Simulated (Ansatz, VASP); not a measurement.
One calculation of Ag, two programs

```xyz
1
Lattice="0.0000 2.0431 1.8899 2.0431 0.0000 1.8899 2.0431 2.0431 0.0000" Properties=species:S:1:pos:R:3 pbc="T T T"
Ag    0.0000    0.0000    0.0000
```

Change from the starting cell: strain -0.0750 x Voigt [0, 0, 1, 0, 0, 0], atoms carried along.

Alike in both runs: task single point; functional PBE; k mesh 10 × 10 × 10; occupations gaussian, width 0.15 eV; no spin polarisation.

|  | VASP | Ansatz |
| --- | --- | --- |
| version | VASP 6.6.1 | Ansatz 0.2.0 |
| potentials or method | VASP PAW PBE potentials, release 64 (Ag), cutoff 520 eV | scalar-relativistic, plane waves, PAW |
| valence electrons in the cell | 11 | 19 |

```tsv
	VASP	Ansatz	Ansatz less VASP
gap on the k mesh at the Fermi level (eV)	none	none	-
pressure (GPa)	16.2	16.5	+0.27
traceless stress, the component that is largest in VASP (GPa)	1.13	1.13	-0.001
```

A gap of «none» marks a metal or a gap that the smearing closes. VASP's potentials hold 11 valence electrons a cell and Ansatz's 19, so a difference there can come from the potentials and not from the codes.
